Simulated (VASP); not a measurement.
# Y (P6/mmm) in VASP: notebook

Y is run at these levels: PBE; tasks: single point.

Program: VASP 6.6.1. These are calculated values, not measurements. Logs are shortened: lines on timing, memory, paths and dates and some standing lists are left out, and cuts for length are marked.

### Step 1. The cell of the first run

It takes space group P6/mmm (No. 191, hexagonal). The conventional cell has a = 5.799 Å, b = 5.799 Å, c = 3.621 Å, α = 90.00°, β = 90.00°, γ = 120.00°. Within 4.8 Å of Y (site symmetry 6/mmm) lie 14 Y at 3.62 to 3.81 Å. Within 4.4 Å of Y (site symmetry -6m2) lie 11 Y at 3.35 to 3.81 Å.

### Step 2. Single point, PBE (volume scaled by 1.08)

INCAR

```
SYSTEM = Y
PREC = Accurate ; ENCUT = 500
EDIFF = 1E-6 ; ISMEAR = -1
SIGMA = 0.1 ; LREAL = .FALSE.
LASPH = .TRUE. ; NELM = 120
ALGO = Normal ; ISIF = 2
LWAVE = .FALSE. ; LCHARG = .FALSE.
GGA = PE ; NBANDS = 24
GGA_COMPAT = .FALSE.
```

KPOINTS

```
regular mesh
0
G
  7 7 10
  0 0 0
```

POSCAR

```
Y
1.0
    5.7989475477      0.0000000000      0.0000000000
   -2.8994737738      5.0220358916      0.0000000000
    0.0000000000      0.0000000000      3.6209030216
Y
3
Direct
    0.0000000000      1.0000000000      0.0000000000
    0.3333333333      0.6666666667      0.5000000000
    0.6666666667      0.3333333333      0.5000000000
```

Potentials or basis: VASP PAW PBE potentials, release 64 (Y_sv).

Run with:

```
cat potpaw_PBE.64/Y_sv/POTCAR > POTCAR
mpirun -np 1 vasp_std > vasp.out
```

OUTCAR:

```text
SYSTEM = Y
   PREC = Accurate
   ENCUT = 500
   EDIFF = 1E-6
   ISMEAR = -1
   LREAL = .FALSE.
   LASPH = .TRUE.
   NELM = 120
   ISIF = 2
   GGA = PE

 ion  position               nearest neighbor table
   1  0.000  0.000  0.000-   2 3.81   3 3.81   2 3.81   3 3.81   3 3.81   3 3.81   2 3.81   2 3.81
                             3 3.81   3 3.81   2 3.81   2 3.81
   2  0.333  0.667  0.500-   3 3.35   3 3.35   3 3.35   1 3.81   1 3.81   1 3.81   1 3.81   1 3.81
                             1 3.81
   3  0.667  0.333  0.500-   2 3.35   2 3.35   2 3.35   1 3.81   1 3.81   1 3.81   1 3.81   1 3.81
                             1 3.81

  LATTYP: Found a hexagonal cell.
 ALAT       =     5.7989475477
 C/A-ratio  =     0.6244069276

  Lattice vectors:

 A1 = (   5.7989475477,   0.0000000000,   0.0000000000)
 A2 = (  -2.8994737738,   5.0220358916,   0.0000000000)
 A3 = (   0.0000000000,   0.0000000000,   3.6209030216)

Analysis of symmetry for initial positions (statically):
=====================================================================
 Subroutine PRICEL returns:
 Original cell was already a primitive cell.

 Routine SETGRP: Setting up the symmetry group for a
 hexagonal supercell.

 Subroutine GETGRP returns: Found 24 space group operations
 (whereof 24 operations were pure point group operations)
 out of a pool of 24 trial point group operations.

The static configuration has the point symmetry D_6h.

Analysis of symmetry for dynamics (positions and initial velocities):
=====================================================================
 Subroutine PRICEL returns:
 Original cell was already a primitive cell.

 Routine SETGRP: Setting up the symmetry group for a
 hexagonal supercell.

 Subroutine GETGRP returns: Found 24 space group operations
 (whereof 24 operations were pure point group operations)
 out of a pool of 24 trial point group operations.

The dynamic configuration has the point symmetry D_6h.

 Subroutine INISYM returns: Found 24 space group operations
 (whereof 24 operations are pure point group operations),
 and found     1 'primitive' translations

----------------------------------------------------------------------------------------

                                     Primitive cell

  volume of cell :     105.4498

  direct lattice vectors                    reciprocal lattice vectors
     5.798947548  0.000000000  0.000000000     0.172445085  0.099561216  0.000000000
    -2.899473774  5.022035892  0.000000000     0.000000000  0.199122432  0.000000000
     0.000000000  0.000000000  3.620903022     0.000000000  0.000000000  0.276174201

  length of vectors
     5.798947548  5.798947548  3.620903022     0.199122432  0.199122432  0.276174201

  position of ions in fractional coordinates (direct lattice)
     0.000000000  0.000000000  0.000000000
     0.333333333  0.666666667  0.500000000
     0.666666667  0.333333333  0.500000000

  ion indices of the primitive-cell ions
   primitive index   ion index
                 1           1
                 2           2
                 3           3

----------------------------------------------------------------------------------------

 KPOINTS: regular mesh

Automatic generation of k-mesh.
 Grid dimensions read from file:
 generate k-points for:    7    7   10

 Generating k-lattice:

  Cartesian coordinates                     Fractional coordinates (reciprocal lattice)
     0.024635012  0.014223031  0.000000000     0.142857143 -0.000000000  0.000000000
     0.000000000  0.028446062  0.000000000     0.000000000  0.142857143  0.000000000
     0.000000000  0.000000000  0.027617420     0.000000000  0.000000000  0.100000000

  Length of vectors
     0.028446062  0.028446062  0.027617420

  Shift w.r.t. Gamma in fractional coordinates (k-lattice)
     0.000000000  0.000000000  0.000000000

 Subroutine IBZKPT returns following result:
 ===========================================

 Found     48 irreducible k-points:

 Following reciprocal coordinates:
            Coordinates               Weight
  0.000000  0.000000  0.000000      1.000000
  0.142857 -0.000000  0.000000      6.000000
  0.285714  0.000000  0.000000      6.000000
  0.428571 -0.000000  0.000000      6.000000
  0.142857  0.142857  0.000000      6.000000
  0.285714  0.142857  0.000000     12.000000
[... 16 lines left out ...]
  0.428571  0.142857  0.200000     12.000000
  0.285714  0.285714  0.200000     12.000000
 [... further k-points ...]
   k-points           NKPTS =     48   k-points in BZ     NKDIM =     48   number of bands    NBANDS=     24
   number of dos      NEDOS =    301   number of ions     NIONS =      3
   total plane-waves  NPLWV =  49392
   dimension x,y,z NGX =    42 NGY =   42 NGZ =   28
   dimension x,y,z NGXF=    84 NGYF=   84 NGZF=   56
   ions per type =               3
   NGX,Y,Z   is equivalent  to a cutoff of  12.04, 12.04, 12.86 a.u.
   NGXF,Y,Z  is equivalent  to a cutoff of  24.08, 24.08, 25.71 a.u.
 SYSTEM =  Y
   PREC   = accura    normal or accurate (medium, high low for compatibility)
   ISTART =      0    job   : 0-new  1-cont  2-samecut
   ICHARG =      2    charge: 1-file 2-atom 10-const
   ISPIN  =      1    spin polarized calculation?
   LNONCOLLINEAR =      F non collinear calculations
   LSORBIT =      F    spin-orbit coupling
   LASPH  =      T    aspherical Exc in radial PAW
   ENCUT  =  500.0 eV  36.75 Ry    6.06 a.u.  10.57 10.57  6.60*2*pi/ulx,y,z
   NELM   =    120;   NELMIN=  2; NELMDL= -5     # of ELM steps
   EDIFF  = 0.1E-05   stopping-criterion for ELM
   LREAL  =      F    real-space projection
   EDIFFG = 0.1E-04   stopping-criterion for IOM
   NSW    =      0    number of steps for IOM
   IBRION =     -1    ionic relax: 0-MD 1-quasi-New 2-CG
   NFREE  =      0    steps in history (QN), initial steepest desc. (CG)
   ISIF   =      2    stress and relaxation
   ISYM   =      2    0-nonsym 1-usesym 2-fastsym
   POTIM  = 0.5000    time-step for ionic-motion
   TEBEG  =    0.0;   TEEND  =   0.0 temperature during run
   PSTRESS=    0.0 pullay stress
   NELECT =      33.0000    total number of electrons
   NUPDOWN=      -1.0000    fix difference up-down
   EMIN   =  10.00;   EMAX   =-10.00  energy-range for DOS
   EFERMI =   0.00;   METHOD = LEGACY
   ISMEAR =    -1;   SIGMA  =   0.10  broadening in eV -4-tet -1-fermi 0-gaus
   EFERMI_NEDOS =   21; number of points for ismear=-14 and -15
   IALGO  =     38    algorithm
   IMIX   =      4    mixing-type and parameters
     AMIX     =   0.40;   BMIX     =  1.00
     AMIX_MAG =   1.60;   BMIX_MAG =  1.00
  volume/ion in A,a.u.               =      35.15       237.20
  Fermi-wavevector in a.u.,A,eV,Ry     =   1.111469  2.100373 16.808151  1.235364
  Thomas-Fermi vector in A             =   2.248033
   LORBIT       =      0    0 simple, 1 ext, 2 COOP (PROOUT), +10 PAW based schemes
   GGA     = PE    functional components
   LHFCALC =     F    Hartree Fock is set to
   AEXX    =    0.0000 exact exchange contribution
   IVDW    =     0    specifies the selected vdW correction
   LEPSILON=     F    determine dielectric tensor
   LRPA    =     F    only Hartree local field effects (RPA)
 non-spin polarized calculation
  energy-cutoff  :      500.00
  volume of cell :      105.45
 maximum number of plane-waves:      2713
   NGX = 21   NGY = 21   NGZ = 13

 number of electron      33.0000002 magnetization

 Free energy of the ion-electron system (eV)
  ---------------------------------------------------
  ext. energy  EPLUGINS =         0.00000000
  ---------------------------------------------------
  free energy    TOTEN  =       -19.13311409 eV

  energy without entropy =      -18.92971010  energy(sigma->0) =      -19.03141210

 E-fermi :   2.6408     XC(G=0):  -9.1668

 val. band max:        2.6358453750   @ k =   0.4286  -0.0000   0.5000
 cond. band min:       2.6427585136   @ k =   0.2857   0.0000   0.3000
 fundamental gap:      0.0069131386
 Fermi energy:         2.6408062701

 k-point     1 :       0.0000    0.0000    0.0000
  band No.  band energies     occupation
      1     -40.2349      2.00000
      2     -40.1708      2.00000
      3     -40.1547      2.00000
      4     -20.3610      2.00000
      5     -20.3610      2.00000
      6     -20.2083      2.00000
[... 16 lines left out ...]
     23       5.3098      0.00000
     24       5.3101      0.00000

 k-point     2 :       0.1429   -0.0000    0.0000
  band No.  band energies     occupation
      1     -40.2310      2.00000
      2     -40.1716      2.00000
      3     -40.1579      2.00000
      4     -20.3844      2.00000
      5     -20.3652      2.00000
      6     -20.1805      2.00000
[... 16 lines left out ...]
     23       5.0172      0.00000
     24       5.0418      0.00000

 k-point     3 :       0.2857    0.0000    0.0000
  band No.  band energies     occupation
      1     -40.2202      2.00000
      2     -40.1742      2.00000
      3     -40.1661      2.00000
      4     -20.4221      2.00000
      5     -20.3481      2.00000
      6     -20.1305      2.00000
[... 16 lines left out ...]
     23       4.9560      0.00000
     24       5.4850      0.00000

 k-point     4 :       0.4286   -0.0000    0.0000
  band No.  band energies     occupation
      1     -40.2067      2.00000
      2     -40.1826      2.00000
      3     -40.1713      2.00000
      4     -20.4455      2.00000
      5     -20.2944      2.00000
      6     -20.1647      2.00000
[... 16 lines left out ...]
     23       5.1779      0.00000
     24       5.6763      0.00000

 k-point     5 :       0.1429    0.1429    0.0000
  band No.  band energies     occupation
      1     -40.2236      2.00000
      2     -40.1730      2.00000
      3     -40.1639      2.00000
      4     -20.4049      2.00000
      5     -20.3659      2.00000
      6     -20.1368      2.00000
[... 451 lines left out ...]
 k-point    22 :       0.2857    0.1429    0.2000
  band No.  band energies     occupation
      1     -40.2037      2.00000
      2     -40.1711      2.00000
      3     -40.1667      2.00000
      4     -20.4071      2.00000
      5     -20.3140      2.00000
      6     -20.1890      2.00000
[... 16 lines left out ...]
     23       5.0451      0.00000
     24       5.5729      0.00000

 k-point    23 :       0.4286    0.1429    0.2000
  band No.  band energies     occupation
      1     -40.1945      2.00000
      2     -40.1783      2.00000
      3     -40.1688      2.00000
      4     -20.4148      2.00000
      5     -20.2804      2.00000
      6     -20.2171      2.00000
[... 16 lines left out ...]
     23       4.9970      0.00000
     24       5.7186      0.00000

 k-point    24 :       0.2857    0.2857    0.2000
  band No.  band energies     occupation
      1     -40.1920      2.00000
      2     -40.1782      2.00000
      3     -40.1715      2.00000
      4     -20.4084      2.00000
      5     -20.2792      2.00000
      6     -20.2214      2.00000
[... 16 lines left out ...]
     23       4.7384      0.00000
     24       5.7411      0.00000

 [... further k-points ...]

------------------------ aborting loop because EDIFF is reached ----------------------------------------

  FORCE on cell =-STRESS in cart. coord.  units (eV):
  Direction    XX          YY          ZZ          XY          YZ          ZX
  --------------------------------------------------------------------------------------
  -------------------------------------------------------------------------------------
  Total       -1.8391678     -1.8391678     -1.7218928     -0.0000000     -0.0000000     -0.0000000
  in kB      -27.9438383    -27.9438383    -26.1619923     -0.0000000     -0.0000000     -0.0000000
  external PRESSURE =     -27.3498896 kB  Pullay stress =       0.0000000 kB

 VOLUME and BASIS-vectors are now :
 -----------------------------------------------------------------------------
  energy-cutoff  :      500.00
  volume of cell :      105.45
      direct lattice vectors                 reciprocal lattice vectors
     5.798947548  0.000000000  0.000000000     0.172445085  0.099561216  0.000000000
    -2.899473774  5.022035892  0.000000000     0.000000000  0.199122432  0.000000000
     0.000000000  0.000000000  3.620903022     0.000000000  0.000000000  0.276174201

 POSITION                                       TOTAL-FORCE (eV/Angst)
 -----------------------------------------------------------------------------------
      0.00000      0.00000      0.00000        -0.000000      0.000000      0.000000
     -0.00000      3.34802      1.81045        -0.000000      0.000000     -0.000000
      2.89947      1.67401      1.81045         0.000000     -0.000000      0.000000
 -----------------------------------------------------------------------------------
    total drift:                               -0.000000      0.000000     -0.000000

  FREE ENERGIE OF THE ION-ELECTRON SYSTEM (eV)
  ---------------------------------------------------
  free  energy   TOTEN  =       -19.1331140891 eV

  energy  without entropy=      -18.9297101010  energy(sigma->0) =      -19.03141210
```

It took 49 s on 1 thread of Intel Xeon 6975P-C (Granite Rapids), shared host; peak memory 0.27 GiB.

Results:

```
Free energy : -19.1331 eV
Pressure    : -2.7 GPa
```

[end of part 1 of 2]
